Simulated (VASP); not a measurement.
# MgCd5O6 (P4/mmm) in VASP: further runs, part 2 of 2

VASP 6.6.1. The steps go on from the part before.

### Step 3. Single point, PBE

INCAR

```
SYSTEM = MgCd5O6
PREC     = Accurate       ! precision mode
ENCUT    = 520            ! plane-wave cutoff, eV
EDIFF    = 1E-6           ! SCF threshold, eV
ISMEAR   = 0              ! smearing method
SIGMA    = 0.2            ! smearing width, eV
LREAL    = .FALSE.        ! projectors in reciprocal space
LASPH    = .TRUE.         ! aspherical terms in the spheres
NELM     = 80             ! most SCF steps
ALGO     = Normal         ! electronic algorithm
ISIF     = 2              ! what is computed and relaxed
LWAVE    = .FALSE.        ! write WAVECAR
LCHARG   = .FALSE.        ! write CHGCAR
GGA      = PE             ! functional
NBANDS   = 61             ! bands
```

KPOINTS

```
Automatic mesh
0
G
  6 6 2
  0 0 0
```

POSCAR

```
MgCd5O6
1.0
    3.3287903000      0.0000000000      0.0000000000
    0.0000000000      3.3287903000      0.0000000000
    0.0000000000      0.0000000000     14.1065272000
Mg Cd O
1 5 6
Direct
    0.5000000000      0.5000000000      0.5000000000
    0.0000000000      0.0000000000      0.6603360000
    0.5000000000      0.5000000000      0.8276890000
    0.0000000000      0.0000000000      0.0000000000
    0.5000000000      0.5000000000      0.1723110000
    0.0000000000      0.0000000000      0.3396640000
    0.0000000000      0.0000000000      0.8292420000
    0.5000000000      0.5000000000      0.0000000000
    0.0000000000      0.0000000000      0.1707580000
    0.5000000000      0.5000000000      0.3474780000
    0.0000000000      0.0000000000      0.5000000000
    0.5000000000      0.5000000000      0.6525220000
```

Potentials or basis: VASP PAW PBE potentials, release 64 (Mg, Cd, O).

Run with:

```console
$ cat potpaw_PBE.64/Mg/POTCAR potpaw_PBE.64/Cd/POTCAR potpaw_PBE.64/O/POTCAR > POTCAR
$ mpirun -np 1 vasp_std > vasp.out
```

OUTCAR:

```text
SYSTEM = MgCd5O6
   PREC = Accurate
   ENCUT = 520
   EDIFF = 1E-6
   ISMEAR = 0
   LREAL = .FALSE.
   LASPH = .TRUE.
   NELM = 80
   ISIF = 2
   GGA = PE

 ion  position               nearest neighbor table
   1  0.500  0.500  0.500-  10 2.15  12 2.15  11 2.35  11 2.35  11 2.35  11 2.35   6 3.26   6 3.26
                             2 3.26   6 3.26   2 3.26   2 3.26   6 3.26   2 3.26
   2  0.000  0.000  0.660-  11 2.26  12 2.36  12 2.36  12 2.36  12 2.36   7 2.38   1 3.26   1 3.26
                             1 3.26   1 3.26   3 3.33   3 3.33   3 3.33   3 3.33
   3  0.500  0.500  0.828-   7 2.35   7 2.35   7 2.35   7 2.35   8 2.43  12 2.47   2 3.33   2 3.33
                             2 3.33   2 3.33   4 3.38   4 3.38   4 3.38   4 3.38
   4  0.000  0.000  0.000-   8 2.35   8 2.35   8 2.35   8 2.35   9 2.41   7 2.41   5 3.38   5 3.38
                             3 3.38   5 3.38   3 3.38   3 3.38   5 3.38   3 3.38
   5  0.500  0.500  0.172-   9 2.35   9 2.35   9 2.35   9 2.35   8 2.43  10 2.47   6 3.33   6 3.33
                             6 3.33   6 3.33   4 3.38   4 3.38   4 3.38   4 3.38
   6  0.000  0.000  0.340-  11 2.26  10 2.36  10 2.36  10 2.36  10 2.36   9 2.38   1 3.26   1 3.26
                             1 3.26   1 3.26   5 3.33   5 3.33   5 3.33   5 3.33
   7  0.000  0.000  0.829-   3 2.35   3 2.35   3 2.35   3 2.35   2 2.38   4 2.41
   8  0.500  0.500  0.000-   4 2.35   4 2.35   4 2.35   4 2.35   5 2.43   3 2.43
   9  0.000  0.000  0.171-   5 2.35   5 2.35   5 2.35   5 2.35   6 2.38   4 2.41
  10  0.500  0.500  0.347-   1 2.15   6 2.36   6 2.36   6 2.36   6 2.36   5 2.47
  11  0.000  0.000  0.500-   2 2.26   6 2.26   1 2.35   1 2.35   1 2.35   1 2.35
  12  0.500  0.500  0.653-   1 2.15   2 2.36   2 2.36   2 2.36   2 2.36   3 2.47

  LATTYP: Found a simple tetragonal cell.
 ALAT       =     3.3287903000
 C/A-ratio  =     4.2377338098

  Lattice vectors:

 A1 = (   3.3287903000,   0.0000000000,   0.0000000000)
 A2 = (   0.0000000000,   3.3287903000,   0.0000000000)
 A3 = (   0.0000000000,   0.0000000000,  14.1065272000)

Analysis of symmetry for initial positions (statically):
=====================================================================
 Subroutine PRICEL returns:
 Original cell was already a primitive cell.

 Routine SETGRP: Setting up the symmetry group for a
 simple tetragonal supercell.

 Subroutine GETGRP returns: Found 16 space group operations
 (whereof 16 operations were pure point group operations)
 out of a pool of 16 trial point group operations.

The static configuration has the point symmetry D_4h.

Analysis of symmetry for dynamics (positions and initial velocities):
=====================================================================
 Subroutine PRICEL returns:
 Original cell was already a primitive cell.

 Routine SETGRP: Setting up the symmetry group for a
 simple tetragonal supercell.

 Subroutine GETGRP returns: Found 16 space group operations
 (whereof 16 operations were pure point group operations)
 out of a pool of 16 trial point group operations.

The dynamic configuration has the point symmetry D_4h.

 Subroutine INISYM returns: Found 16 space group operations
 (whereof 16 operations are pure point group operations),
 and found     1 'primitive' translations

----------------------------------------------------------------------------------------

                                     Primitive cell

  volume of cell :     156.3122

[... 91 lines left out ...]
   NGX,Y,Z   is equivalent  to a cutoff of  13.98, 13.98, 12.73 a.u.
   NGXF,Y,Z  is equivalent  to a cutoff of  27.97, 27.97, 25.46 a.u.
 SYSTEM =  MgCd5O6
   PREC   = accura    normal or accurate (medium, high low for compatibility)
   ISTART =      0    job   : 0-new  1-cont  2-samecut
   ICHARG =      2    charge: 1-file 2-atom 10-const
   ISPIN  =      1    spin polarized calculation?
   LNONCOLLINEAR =      F non collinear calculations
   LSORBIT =      F    spin-orbit coupling
   LASPH  =      T    aspherical Exc in radial PAW
   ENCUT  =  520.0 eV  38.22 Ry    6.18 a.u.   6.19  6.19 26.23*2*pi/ulx,y,z
   NELM   =     80;   NELMIN=  2; NELMDL= -5     # of ELM steps
   EDIFF  = 0.1E-05   stopping-criterion for ELM
   LREAL  =      F    real-space projection
   EDIFFG = 0.1E-04   stopping-criterion for IOM
   NSW    =      0    number of steps for IOM
   IBRION =     -1    ionic relax: 0-MD 1-quasi-New 2-CG
   NFREE  =      0    steps in history (QN), initial steepest desc. (CG)
   ISIF   =      2    stress and relaxation
   ISYM   =      2    0-nonsym 1-usesym 2-fastsym
   POTIM  = 0.5000    time-step for ionic-motion
   TEBEG  =    0.0;   TEEND  =   0.0 temperature during run
   PSTRESS=    0.0 pullay stress
   NELECT =      98.0000    total number of electrons
   NUPDOWN=      -1.0000    fix difference up-down
   EMIN   =  10.00;   EMAX   =-10.00  energy-range for DOS
   EFERMI =   0.00;   METHOD = LEGACY
   ISMEAR =     0;   SIGMA  =   0.20  broadening in eV -4-tet -1-fermi 0-gaus
   EFERMI_NEDOS =   21; number of points for ismear=-14 and -15
   IALGO  =     38    algorithm
   IMIX   =      4    mixing-type and parameters
     AMIX     =   0.40;   BMIX     =  1.00
     AMIX_MAG =   1.60;   BMIX_MAG =  1.00
  volume/ion in A,a.u.               =      13.03        87.90
  Fermi-wavevector in a.u.,A,eV,Ry     =   1.401154  2.647797 26.711399  1.963232
  Thomas-Fermi vector in A             =   2.524043
   LORBIT       =      0    0 simple, 1 ext, 2 COOP (PROOUT), +10 PAW based schemes
   GGA     = PE    functional components
   LHFCALC =     F    Hartree Fock is set to
   AEXX    =    0.0000 exact exchange contribution
   IVDW    =     0    specifies the selected vdW correction
   LEPSILON=     F    determine dielectric tensor
   LRPA    =     F    only Hartree local field effects (RPA)
 non-spin polarized calculation
 Gauss-broadening in eV      SIGMA  =   0.20
  energy-cutoff  :      520.00
  volume of cell :      156.31
 maximum number of plane-waves:      4264
 NGX is ok and might be reduce to    28
   NGX = 13   NGY = 13   NGZ = 53

 number of electron      98.0000037 magnetization

 Free energy of the ion-electron system (eV)
  ---------------------------------------------------
  ext. energy  EPLUGINS =         0.00000000
  ---------------------------------------------------
  free energy    TOTEN  =       -49.96142710 eV

  energy without entropy =      -49.95222107  energy(sigma->0) =      -49.95682408

 E-fermi :   2.2636     XC(G=0): -11.3324

 val. band max:        2.1153526965   @ k =   0.5000   0.0000   0.5000
 cond. band min:       2.4591304211   @ k =   0.0000   0.0000   0.5000
 fundamental gap:      0.3437777246
 Fermi energy:         2.2635665912

 k-point     1 :       0.0000    0.0000    0.0000
  band No.  band energies     occupation
      1     -15.3336      2.00000
      2     -15.1646      2.00000
      3     -14.9911      2.00000
      4     -14.8189      2.00000
      5     -14.7675      2.00000
      6     -14.2231      2.00000
[... 1269 lines left out ...]
     60      10.7326      0.00000
     61      10.7326      0.00000

------------------------ aborting loop because EDIFF is reached ----------------------------------------

  FORCE on cell =-STRESS in cart. coord.  units (eV):
  Direction    XX          YY          ZZ          XY          YZ          ZX
  --------------------------------------------------------------------------------------
  -------------------------------------------------------------------------------------
  Total        1.1540533      1.1540533      0.9159787      0.0000000     -0.0000000     -0.0000000
  in kB       11.8288755     11.8288755      9.3886465      0.0000000     -0.0000000     -0.0000000
  external PRESSURE =      11.0154659 kB  Pullay stress =       0.0000000 kB

 VOLUME and BASIS-vectors are now :
 -----------------------------------------------------------------------------
  energy-cutoff  :      520.00
  volume of cell :      156.31
      direct lattice vectors                 reciprocal lattice vectors
     3.328790300  0.000000000  0.000000000     0.300409431  0.000000000  0.000000000
     0.000000000  3.328790300  0.000000000     0.000000000  0.300409431  0.000000000
     0.000000000  0.000000000 14.106527200     0.000000000  0.000000000  0.070889170

 POSITION                                       TOTAL-FORCE (eV/Angst)
 -----------------------------------------------------------------------------------
      1.66440      1.66440      7.05326        -0.000000     -0.000000      0.000000
      0.00000      0.00000      9.31505        -0.000000     -0.000000      0.043106
      1.66440      1.66440     11.67582        -0.000000      0.000000      0.010663
      0.00000      0.00000      0.00000        -0.000000     -0.000000      0.000000
      1.66440      1.66440      2.43071         0.000000      0.000000     -0.010663
      0.00000      0.00000      4.79148         0.000000     -0.000000     -0.043106
      0.00000      0.00000     11.69772        -0.000000     -0.000000     -0.014944
      1.66440      1.66440      0.00000        -0.000000     -0.000000      0.000000
      0.00000      0.00000      2.40880        -0.000000     -0.000000      0.014944
      1.66440      1.66440      4.90171        -0.000000     -0.000000      0.052753
      0.00000      0.00000      7.05326        -0.000000     -0.000000      0.000000
      1.66440      1.66440      9.20482        -0.000000     -0.000000     -0.052753
 -----------------------------------------------------------------------------------
    total drift:                                0.000000      0.000000      0.000000

  FREE ENERGIE OF THE ION-ELECTRON SYSTEM (eV)
  ---------------------------------------------------
  free  energy   TOTEN  =       -49.9614270997 eV

  energy  without entropy=      -49.9522210700  energy(sigma->0) =      -49.95682408
```

It took 2.4 min on 1 thread of Intel Xeon 6975P-C (Granite Rapids), shared host; peak memory 0.34 GiB.

What came out:

| Quantity | Value |
| --- | --- |
| Free energy | -49.9614 eV |
| Pressure | 1.1 GPa |
| Largest force | 0.053 eV/Å |
| Band gap on the k mesh | zero (band 49 reaches 2.12 eV, above the bottom of band 50 at 1.74 eV) |

Forces on the atoms (eV/Å):
```
Mg   0.000  0.000  0.000
Cd   0.000  0.000  0.043
Cd   0.000  0.000  0.011
Cd   0.000  0.000  0.000
Cd   0.000  0.000 -0.011
Cd   0.000  0.000 -0.043
O    0.000  0.000 -0.015
O    0.000  0.000  0.000
O    0.000  0.000  0.015
O    0.000  0.000  0.053
O    0.000  0.000  0.000
O    0.000  0.000 -0.053
```

Stress tensor (GPa, compression positive):
```
1.18 0.00 0.00
0.00 1.18 0.00
0.00 0.00 0.94
```
